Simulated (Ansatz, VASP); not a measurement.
## In: VASP beside Ansatz

```xyz
1
Lattice="-1.8825 1.8825 1.8825 1.8825 -1.8825 1.8825 1.8825 1.8825 -1.8825" Properties=species:S:1:pos:R:3 pbc="T T T"
In    0.0000    0.0000    0.0000
```

Alike in both runs: task relaxation of cell and atoms; functional BLYP; dispersion D3(BJ); k mesh 10 × 10 × 10; occupations fermi-dirac, width 0.05 eV; no spin polarisation.

|  | VASP | Ansatz |
| --- | --- | --- |
| version | VASP 6.6.1 | Ansatz 0.2.0 |
| potentials or method | VASP PAW PBE potentials, release 64 (In_d) | Ansatz PAW |
| plane-wave cutoff (eV) | 600 | 420 |
| valence electrons in the cell | 13 | 13 |

|  | VASP | Ansatz | Ansatz less VASP |
| --- | --- | --- | --- |
| gap on the k mesh at the Fermi level, each at its own relaxed structure (eV) | none | none | - |
| relaxed volume (Å³/atom) | 27.25 | 27.20 | -0.047 |
| relaxed cell length with the largest relative difference (Å) | 3.283 | 3.281 | -0.0019 |

VASP's potentials were made for PBE, not for BLYP. A gap of «none» marks a metal or a gap that the smearing closes.

Noted on Ansatz's run: the plane-wave basis is chosen anew once the cell has moved, so the energies of steps on either side of that aren't comparable.
